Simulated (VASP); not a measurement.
Here is a VASP 6.6.1 calculation.

Contents of INCAR:

```
SYSTEM = Ti
  PREC = Accurate
  ENCUT = 520
  EDIFF = 1E-6
  ISMEAR = -1
  SIGMA = 0.05
  LREAL = .FALSE.
  LASPH = .TRUE.
  NELM = 100
  ALGO = Normal
  ISIF = 2
  LWAVE = .FALSE.
  LCHARG = .TRUE.
  GGA = PS
  LELF = .TRUE.
  LVHAR = .TRUE.
  NBANDS = 12
```

File KPOINTS:

```
regular mesh
0
G
  14 14 14
  0 0 0
```

POSCAR

```
Ti
1.0
   -1.6410000000      1.6410000000      1.5917700000
    1.6410000000     -1.6410000000      1.5917700000
    1.6410000000      1.6410000000     -1.5917700000
Ti
1
Direct
    0.0000000000      0.0000000000      0.0000000000
```

Potentials or basis: VASP PAW PBE potentials, release 64 (Ti_sv).

The run is started by

```sh
$ cat potpaw_PBE.64/Ti_sv/POTCAR > POTCAR
$ mpirun -np 1 vasp_std > vasp.out
```

Problem. What does it give for the pressure?

Solution. -4.0 GPa.

Problem. What does it give for the band gap on the k mesh?

Solution. Zero (band 6 reaches 9.08 eV, above the bottom of band 7 at 7.46 eV).

Stress tensor (GPa, compression positive):
```
-3.66  0.00  0.00
 0.00 -3.66  0.00
 0.00  0.00 -4.63
```

Caveat: the cell differs from its parent crystal (zz strain of -3 %); the PAW data sets were made with another functional, which shifts forces and pressure a little.
